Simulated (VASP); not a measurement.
# BiAs2 (Fd-3m) in VASP: relaxation of cell and atoms with PBE

Aim: the relaxation of cell and atoms of BiAs2 with PBE.

Everything below comes from runs of VASP 6.6.1. Logs are shortened: lines on timing, memory, paths and dates and some standing lists are left out, and cuts for length are marked.

### 1 The cell of the first run

It takes space group Fd-3m (No. 227, cubic). The conventional cell has a = 8.358 Å, b = 8.358 Å, c = 8.358 Å, α = 90.00°, β = 90.00°, γ = 90.00°. Bi (site symmetry -43m) has 12 As at 3.47 Å and 4 Bi at 3.62 Å within 4.6 Å. As (site symmetry -3m) has 6 As at 2.96 Å and 6 Bi at 3.47 Å within 3.9 Å.

### 2 Relaxation of cell and atoms, PBE

File INCAR:

```
SYSTEM = BiAs2
PREC = Accurate
ENCUT = 600
EDIFF = 1E-6
ISMEAR = 0
SIGMA = 0.1
LREAL = .FALSE.
LASPH = .TRUE.
NELM = 80
ALGO = Normal
ISIF = 3
LWAVE = .FALSE.
LCHARG = .FALSE.
GGA = PE
IBRION = 2
NSW = 100
EDIFFG = -0.01
```

File KPOINTS:

```
regular mesh
0
G
  8 8 8
  0 0 0
```

File POSCAR:

```
BiAs2
1.0
    0.0000000000      4.1792064218      4.1792064218
    4.1792064218      0.0000000000      4.1792064218
    4.1792064218      4.1792064218      0.0000000000
Bi As
2 4
Direct
    0.0000000000      0.0000000000      0.0000000000
    0.2500000000      0.2500000000      0.2500000000
    0.6250000000      0.6250000000      0.6250000000
    0.1250000000      0.6250000000      0.6250000000
    0.6250000000      0.6250000000      0.1250000000
    0.6250000000      0.1250000000      0.6250000000
```

Potentials or basis: VASP PAW PBE potentials, release 64 (Bi_d, As).

Started as:

```bash
> cat potpaw_PBE.64/Bi_d/POTCAR potpaw_PBE.64/As/POTCAR > POTCAR
> mpirun -np 1 vasp_std > vasp.out
```

OUTCAR:

```text
SYSTEM = BiAs2
   PREC = Accurate
   ENCUT = 600
   EDIFF = 1E-6
   ISMEAR = 0
   LREAL = .FALSE.
   LASPH = .TRUE.
   NELM = 80
   ISIF = 3
   GGA = PE
   IBRION = 2
   NSW = 100
   EDIFFG = -0.01

 ion  position               nearest neighbor table
   1  0.000  0.000  0.000-   2 3.62   2 3.62   2 3.62   2 3.62
   2  0.250  0.250  0.250-   1 3.62   1 3.62   1 3.62   1 3.62
   3  0.625  0.625  0.625-
   4  0.125  0.625  0.625-
   5  0.625  0.625  0.125-
   6  0.625  0.125  0.625-

  LATTYP: Found a face centered cubic cell.
 ALAT       =     8.3584128436

  Lattice vectors:

 A1 = (   0.0000000000,   4.1792064218,   4.1792064218)
 A2 = (   4.1792064218,   0.0000000000,   4.1792064218)
 A3 = (   4.1792064218,   4.1792064218,   0.0000000000)

Analysis of symmetry for initial positions (statically):
=====================================================================
 Subroutine PRICEL returns:
 Original cell was already a primitive cell.

 Routine SETGRP: Setting up the symmetry group for a
 face centered cubic supercell.

 Subroutine GETGRP returns: Found 48 space group operations
 (whereof 24 operations were pure point group operations)
 out of a pool of 48 trial point group operations.

The static configuration has the point symmetry T_d .
 The point group associated with its full space group is O_h .

Analysis of symmetry for dynamics (positions and initial velocities):
=====================================================================
 Subroutine PRICEL returns:
 Original cell was already a primitive cell.

 Routine SETGRP: Setting up the symmetry group for a
 face centered cubic supercell.

 Subroutine GETGRP returns: Found 48 space group operations
 (whereof 24 operations were pure point group operations)
 out of a pool of 48 trial point group operations.

The dynamic configuration has the point symmetry T_d .
 The point group associated with its full space group is O_h .

 Subroutine INISYM returns: Found 48 space group operations
 (whereof 24 operations are pure point group operations),
 and found     1 'primitive' translations

----------------------------------------------------------------------------------------

                                     Primitive cell

  volume of cell :     145.9861

  direct lattice vectors                    reciprocal lattice vectors
     0.000000000  4.179206422  4.179206422    -0.119639939  0.119639939  0.119639939
     4.179206422  0.000000000  4.179206422     0.119639939 -0.119639939  0.119639939
     4.179206422  4.179206422  0.000000000     0.119639939  0.119639939 -0.119639939

  length of vectors
     5.910290402  5.910290402  5.910290402     0.207222452  0.207222452  0.207222452

  position of ions in fractional coordinates (direct lattice)
     0.000000000  0.000000000  0.000000000
     0.250000000  0.250000000  0.250000000
     0.625000000  0.625000000  0.625000000
     0.125000000  0.625000000  0.625000000
     0.625000000  0.625000000  0.125000000
     0.625000000  0.125000000  0.625000000

  ion indices of the primitive-cell ions
   primitive index   ion index
                 1           1
                 2           2
                 3           3
                 4           4
                 5           5
                 6           6

----------------------------------------------------------------------------------------

 KPOINTS: regular mesh

Automatic generation of k-mesh.
 Grid dimensions read from file:
 generate k-points for:    8    8    8

 Generating k-lattice:

  Cartesian coordinates                     Fractional coordinates (reciprocal lattice)
    -0.014954992  0.014954992  0.014954992     0.125000000  0.000000000  0.000000000
     0.014954992 -0.014954992  0.014954992     0.000000000  0.125000000  0.000000000
     0.014954992  0.014954992 -0.014954992     0.000000000  0.000000000  0.125000000

  Length of vectors
     0.025902807  0.025902807  0.025902807

  Shift w.r.t. Gamma in fractional coordinates (k-lattice)
     0.000000000  0.000000000  0.000000000

 Subroutine IBZKPT returns following result:
 ===========================================

 Found     29 irreducible k-points:

 Following reciprocal coordinates:
            Coordinates               Weight
  0.000000  0.000000  0.000000      1.000000
  0.125000  0.000000  0.000000      8.000000
  0.250000  0.000000  0.000000      8.000000
  0.375000  0.000000  0.000000      8.000000
  0.500000  0.000000  0.000000      4.000000
  0.125000  0.125000  0.000000      6.000000
[... 16 lines left out ...]
  0.500000  0.250000  0.125000     48.000000
 -0.375000  0.250000  0.125000     24.000000
 [... further k-points ...]
   k-points           NKPTS =     29   k-points in BZ     NKDIM =     29   number of bands    NBANDS=     30
   number of dos      NEDOS =    301   number of ions     NIONS =      6
   total plane-waves  NPLWV = 110592
   dimension x,y,z NGX =    48 NGY =   48 NGZ =   48
   dimension x,y,z NGXF=    96 NGYF=   96 NGZF=   96
   ions per type =               2   4
   NGX,Y,Z   is equivalent  to a cutoff of  13.50, 13.50, 13.50 a.u.
   NGXF,Y,Z  is equivalent  to a cutoff of  27.00, 27.00, 27.00 a.u.
 SYSTEM =  BiAs2
   PREC   = accura    normal or accurate (medium, high low for compatibility)
   ISTART =      0    job   : 0-new  1-cont  2-samecut
   ICHARG =      2    charge: 1-file 2-atom 10-const
   ISPIN  =      1    spin polarized calculation?
   LNONCOLLINEAR =      F non collinear calculations
   LSORBIT =      F    spin-orbit coupling
   LASPH  =      T    aspherical Exc in radial PAW
   ENCUT  =  600.0 eV  44.10 Ry    6.64 a.u.  11.80 11.80 11.80*2*pi/ulx,y,z
   NELM   =     80;   NELMIN=  2; NELMDL= -5     # of ELM steps
   EDIFF  = 0.1E-05   stopping-criterion for ELM
   LREAL  =      F    real-space projection
   EDIFFG = -.1E-01   stopping-criterion for IOM
   NSW    =    100    number of steps for IOM
   IBRION =      2    ionic relax: 0-MD 1-quasi-New 2-CG
   NFREE  =      1    steps in history (QN), initial steepest desc. (CG)
   ISIF   =      3    stress and relaxation
   ISYM   =      2    0-nonsym 1-usesym 2-fastsym
   POTIM  = 0.5000    time-step for ionic-motion
   TEBEG  =    0.0;   TEEND  =   0.0 temperature during run
   PSTRESS=    0.0 pullay stress
   NELECT =      50.0000    total number of electrons
   NUPDOWN=      -1.0000    fix difference up-down
   EMIN   =  10.00;   EMAX   =-10.00  energy-range for DOS
   EFERMI =   0.00;   METHOD = LEGACY
   ISMEAR =     0;   SIGMA  =   0.10  broadening in eV -4-tet -1-fermi 0-gaus
   EFERMI_NEDOS =   21; number of points for ismear=-14 and -15
   IALGO  =     38    algorithm
   IMIX   =      4    mixing-type and parameters
     AMIX     =   0.40;   BMIX     =  1.00
     AMIX_MAG =   1.60;   BMIX_MAG =  1.00
  volume/ion in A,a.u.               =      24.33       164.19
  Fermi-wavevector in a.u.,A,eV,Ry     =   1.145410  2.164511 17.850358  1.311964
  Thomas-Fermi vector in A             =   2.282099
   LORBIT       =      0    0 simple, 1 ext, 2 COOP (PROOUT), +10 PAW based schemes
   GGA     = PE    functional components
   LHFCALC =     F    Hartree Fock is set to
   AEXX    =    0.0000 exact exchange contribution
   IVDW    =     0    specifies the selected vdW correction
   LEPSILON=     F    determine dielectric tensor
   LRPA    =     F    only Hartree local field effects (RPA)
 conjugate gradient relaxation of ions
 non-spin polarized calculation
 Gauss-broadening in eV      SIGMA  =   0.10
  energy-cutoff  :      600.00
  volume of cell :      145.99
 maximum number of plane-waves:      4909
   NGX = 23   NGY = 23   NGZ = 23

--------------------------------------- Ionic step        1  -------------------------------------------

 number of electron      49.9999994 magnetization

 Free energy of the ion-electron system (eV)
  ---------------------------------------------------
  ext. energy  EPLUGINS =         0.00000000
  ---------------------------------------------------
  free energy    TOTEN  =       -23.99640395 eV

  energy without entropy =      -23.96990516  energy(sigma->0) =      -23.98315455

------------------------ aborting loop because EDIFF is reached ----------------------------------------

  FORCE on cell =-STRESS in cart. coord.  units (eV):
  Direction    XX          YY          ZZ          XY          YZ          ZX
  --------------------------------------------------------------------------------------
  -------------------------------------------------------------------------------------
  Total       -2.6025577     -2.6025577     -2.6025577      0.0000000     -0.0000000      0.0000000
  in kB      -28.5627152    -28.5627152    -28.5627152      0.0000000     -0.0000000      0.0000000
  external PRESSURE =     -28.5627152 kB  Pullay stress =       0.0000000 kB

 VOLUME and BASIS-vectors are now :
 -----------------------------------------------------------------------------
  energy-cutoff  :      600.00
  volume of cell :      145.99
      direct lattice vectors                 reciprocal lattice vectors
     0.000000000  4.179206422  4.179206422    -0.119639939  0.119639939  0.119639939
     4.179206422  0.000000000  4.179206422     0.119639939 -0.119639939  0.119639939
     4.179206422  4.179206422  0.000000000     0.119639939  0.119639939 -0.119639939
[... 41 lines left out ...]
 POSITION                                       TOTAL-FORCE (eV/Angst)
 -----------------------------------------------------------------------------------
      4.09175     -0.00000      4.09175        -0.000000     -0.000000     -0.000000
      2.04588      2.04588      2.04588         0.000000      0.000000      0.000000
      5.11469      5.11469      5.11469         0.000000      0.000000     -0.000000
      5.11469      3.06882      3.06882         0.000000      0.000000     -0.000000
      3.06882      3.06882      5.11469         0.000000      0.000000     -0.000000
      3.06882      5.11469      3.06882         0.000000      0.000000     -0.000000
 -----------------------------------------------------------------------------------
    total drift:                               -0.000000      0.000000      0.000000

  FREE ENERGIE OF THE ION-ELECTRON SYSTEM (eV)
  ---------------------------------------------------
  free  energy   TOTEN  =       -24.0481198350 eV

  energy  without entropy=      -24.0246677296  energy(sigma->0) =      -24.03639378

--------------------------------------- Ionic step        3  -------------------------------------------

 number of electron      49.9999998 magnetization

 Free energy of the ion-electron system (eV)
  ---------------------------------------------------
  ext. energy  EPLUGINS =         0.00000000
  ---------------------------------------------------
  free energy    TOTEN  =       -24.05731847 eV

  energy without entropy =      -24.03320181  energy(sigma->0) =      -24.04526014

 E-fermi :   7.1066     XC(G=0): -10.5425

 val. band max:        7.0844752846   @ k =   0.3750   0.3750   0.0000
 cond. band min:       7.1069667140   @ k =   0.3750   0.3750   0.0000
 fundamental gap:      0.0224914294
 Fermi energy:         7.1066172111

 k-point     1 :       0.0000    0.0000    0.0000
  band No.  band energies     occupation
      1     -16.1699      2.00000
      2     -16.1699      2.00000
      3     -16.1699      2.00000
      4     -16.1571      2.00000
      5     -16.1571      2.00000
      6     -16.1080      2.00000
[... 781 lines left out ...]
     29       8.8810      0.00000
     30       9.1205      0.00000

 [... further k-points ...]
[... 5 lines left out ...]
  --------------------------------------------------------------------------------------
  -------------------------------------------------------------------------------------
  Total       -0.0014341     -0.0014341     -0.0014341     -0.0000000      0.0000000     -0.0000000
  in kB       -0.0164806     -0.0164806     -0.0164806     -0.0000000      0.0000000     -0.0000000
  external PRESSURE =      -0.0164806 kB  Pullay stress =       0.0000000 kB

 VOLUME and BASIS-vectors are now :
 -----------------------------------------------------------------------------
  energy-cutoff  :      600.00
  volume of cell :      139.42
      direct lattice vectors                 reciprocal lattice vectors
     0.000000000  4.115583223  4.115583223    -0.121489464  0.121489464  0.121489464
     4.115583223 -0.000000000  4.115583223     0.121489464 -0.121489464  0.121489464
     4.115583223  4.115583223  0.000000000     0.121489464  0.121489464 -0.121489464

 POSITION                                       TOTAL-FORCE (eV/Angst)
 -----------------------------------------------------------------------------------
      0.00000      0.00000      0.00000         0.000000      0.000000      0.000000
      2.05779      2.05779      2.05779        -0.000000     -0.000000     -0.000000
      5.14448      5.14448      5.14448        -0.000000     -0.000000     -0.000000
      5.14448      3.08669      3.08669        -0.000000     -0.000000     -0.000000
      3.08669      3.08669      5.14448        -0.000000     -0.000000     -0.000000
      3.08669      5.14448      3.08669        -0.000000     -0.000000     -0.000000
 -----------------------------------------------------------------------------------
    total drift:                               -0.000000      0.000000     -0.000000

  FREE ENERGIE OF THE ION-ELECTRON SYSTEM (eV)
  ---------------------------------------------------
  free  energy   TOTEN  =       -24.0573184708 eV

  energy  without entropy=      -24.0332018141  energy(sigma->0) =      -24.04526014

 reached required accuracy - stopping structural energy minimisation
```

Wall time 5.3 min (1 thread of Intel Xeon Platinum 8488C (Sapphire Rapids), shared host); peak memory 0.41 GiB.

Results:

```yaml
Free_energy: -24.0573 eV
Relaxed_volume: 23.24 Å³/atom
Relaxed_cell: a = 5.820 Å, b = 5.820 Å, c = 5.820 Å, α = 60.00°, β = 60.00°, γ = 60.00°
Space_group_after_relaxing_to_0.1_Å: Fd-3m (No. 227)
Energy_gained_by_relaxing: 10.2 meV/atom
Ionic_steps: 3
Pressure_after_relaxing: 0.0 GPa
Band_gap_on_the_k_mesh: zero (bands 25 and 26 overlap by 1.58 eV)
```

Step by step:
| step | energy change (eV) | largest force (eV/Å) | pressure (GPa) | volume (Å³) |
| --- | --- | --- | --- | --- |
| 1 | 0.0000 | 0.0000 | -2.86 | 145.99 |
| 2 | -0.0517 | 0.0000 | 1.24 | 137.01 |
| 3 | -0.0609 | 0.0000 | 0.00 | 139.42 |

Final structure:
```
CELL_PARAMETERS angstrom
0.00000 4.11558 4.11558
4.11558 0.00000 4.11558
4.11558 4.11558 0.00000
ATOMIC_POSITIONS crystal
Bi 0.00000 0.00000 0.00000
Bi 0.25000 0.25000 0.25000
As 0.62500 0.62500 0.62500
As 0.12500 0.62500 0.62500
As 0.62500 0.62500 0.12500
As 0.62500 0.12500 0.62500
```

Caveat: spin-orbit coupling is left out, which moves the levels of the heavy elements.

The gap in the log of VASP goes by the Fermi energy; the results here count the filled bands.